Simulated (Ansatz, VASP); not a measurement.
# ZnSe in VASP and in Ansatz

POSCAR

```
ZnSe
1.0
    0.0000000000      2.8329452336      2.9462630429
    2.8329452336      0.0000000000      2.9462630429
    2.8329452336      2.8329452336      0.0000000000
Zn Se
1 1
Direct
    0.0000000000      0.0000000000      0.0000000000
    0.7500000000      0.7500000000      0.7500000000
```

INCAR.step1

```
PREC     = Accurate       # precision mode
ENCUT    = 520            # plane-wave cutoff, eV
ISMEAR   = 0              # smearing method
SIGMA    = 0.05           # smearing width, eV
LREAL    = F              # projectors in reciprocal space
LASPH    = T              # aspherical terms in the spheres
NELM     = 100            # most SCF steps
NBANDS   = 16             # bands
GGA      = PE             # functional
ALGO     = Normal         # electronic algorithm
EDIFF    = 1E-4           # SCF threshold, eV
LWAVE    = T              # write WAVECAR
LCHARG   = F              # write CHGCAR
```

Contents of INCAR.step2:

```
PREC     = Accurate       # precision mode
ENCUT    = 520            # plane-wave cutoff, eV
EDIFF    = 1E-7           # SCF threshold, eV
ISMEAR   = 0              # smearing method
SIGMA    = 0.05           # smearing width, eV
LREAL    = F              # projectors in reciprocal space
LASPH    = T              # aspherical terms in the spheres
NELM     = 100            # most SCF steps
ALGO     = Normal         # electronic algorithm
ISIF     = 2              # what is computed and relaxed
LWAVE    = F              # write WAVECAR
LCHARG   = T              # write CHGCAR
METAGGA  = R2SCAN         # meta-GGA
LMIXTAU  = T            
LELF     = T              # ELF
LVHAR    = T            
NBANDS   = 16             # bands
ISTART   = 1
```

The input KPOINTS:

```
regular mesh
0
Gamma
  8 8 8
```

Input for Ansatz:

```yaml
crystal:
  lattice:
    - [0.0, 2.8329452336, 2.9462630429]
    - [2.8329452336, 0.0, 2.9462630429]
    - [2.8329452336, 2.8329452336, 0.0]
  atoms:
    - { symbol: Zn, position: [0.0, 0.0, 0.0] }
    - { symbol: Se, position: [0.75, 0.75, 0.75] }
basis:
  ecutwfc: 500
kpoints:
  mp_grid: { grid: [8, 8, 8] }
hamiltonian:
  xc: r2scan
scf:
  occupations: { method: gaussian, width: 0.05 }
output:
  forces: true
  stress: true
  eigenvalues: true
```

Change from the starting cell: strain +0.000 along x and y, +0.040 along z, atoms carried along.

Alike in both runs: task single point; functional r2SCAN; k mesh 8 × 8 × 8; occupations gaussian, width 0.05 eV; no spin polarisation.

```csv
,VASP,Ansatz
version,VASP 6.6.1,Ansatz 0.2.0
potentials or method,"VASP PAW PBE potentials, release 64 (Zn, Se), cutoff 520 eV","scalar-relativistic, plane waves, PAW"
valence electrons in the cell,18,28
```

Ansatz gave:

```
gap on the k mesh at the Fermi level (eV)                     : 1.64
least direct gap on the mesh (eV)                             : 1.64
pressure (GPa)                                                : -2.4
traceless stress, the component that is largest in VASP (GPa) : -1.07
```

Task: What did VASP give for the same quantities?

Result: gap on the k mesh at the Fermi level (eV): 1.64; least direct gap on the mesh (eV): 1.64; pressure (GPa): -2.3; traceless stress, the component that is largest in VASP (GPa): -1.04.

VASP's potentials were made for PBE, not for r2SCAN. With one functional, cell and mesh, what is left measures potentials, basis and numerics. VASP's potentials hold 18 valence electrons a cell and Ansatz's 28, so a difference there can come from the potentials and not from the codes.
